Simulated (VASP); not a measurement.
Input of a VASP 6.6.1 run:

Contents of POSCAR:

```
ScGePd
1.0
    6.7288780000      0.0000000000      0.0000000000
   -3.3644390000      5.8273790000      0.0000000000
    0.0000000000      0.0000000000      3.9378610000
Sc Ge Pd
3 3 3
Direct
    0.0000000000      0.5766150000      0.0000000000
    0.4233850000      0.4233850000      0.0000000000
    0.5766150000      0.0000000000      0.0000000000
    0.3333333333      0.6666666667      0.5000000000
    0.6666666667      0.3333333333      0.5000000000
    0.0000000000      0.0000000000      0.0000000000
    0.0000000000      0.2487700000      0.5000000000
    0.7512300000      0.7512300000      0.5000000000
    0.2487700000      0.0000000000      0.5000000000
```

Contents of INCAR.step1:

```
SYSTEM = ScGePd
PREC = Accurate
ENCUT = 520
ISMEAR = -1
SIGMA = 0.15
LREAL = .FALSE.
LASPH = .TRUE.
NELM = 100
NBANDS = 62
GGA = PE
ALGO = Normal
EDIFF = 1E-4
LWAVE = .TRUE.
LCHARG = .FALSE.
```

File INCAR.step2:

```
SYSTEM = ScGePd
PREC = Accurate
ENCUT = 520
EDIFF = 1E-6
ISMEAR = -1
SIGMA = 0.15
LREAL = .FALSE.
LASPH = .TRUE.
NELM = 100
ALGO = Normal
ISIF = 2
LWAVE = .FALSE.
LCHARG = .FALSE.
METAGGA = R2SCAN
LMIXTAU = .TRUE.
NBANDS = 62
ISTART = 1
```

KPOINTS

```
Automatic mesh
0
G
  4 4 6
  0 0 0
```

Potentials or basis: VASP PAW PBE potentials, release 64 (Sc_sv, Ge_d, Pd).

The run is started by

```bash
$ cat potpaw_PBE.64/Sc_sv/POTCAR potpaw_PBE.64/Ge_d/POTCAR potpaw_PBE.64/Pd/POTCAR > POTCAR
$ cp INCAR.step1 INCAR
$ mpirun -np 1 vasp_std > vasp.out
$ cp INCAR.step2 INCAR
$ mpirun -np 1 vasp_std > vasp.out
```

(1) Estimate the largest force.

(2) Estimate the pressure.

Results:

(1) 0.042 eV/Å.

(2) -0.1 GPa.

Caveat: the PAW data sets were made with another functional, which shifts forces and pressure a little.
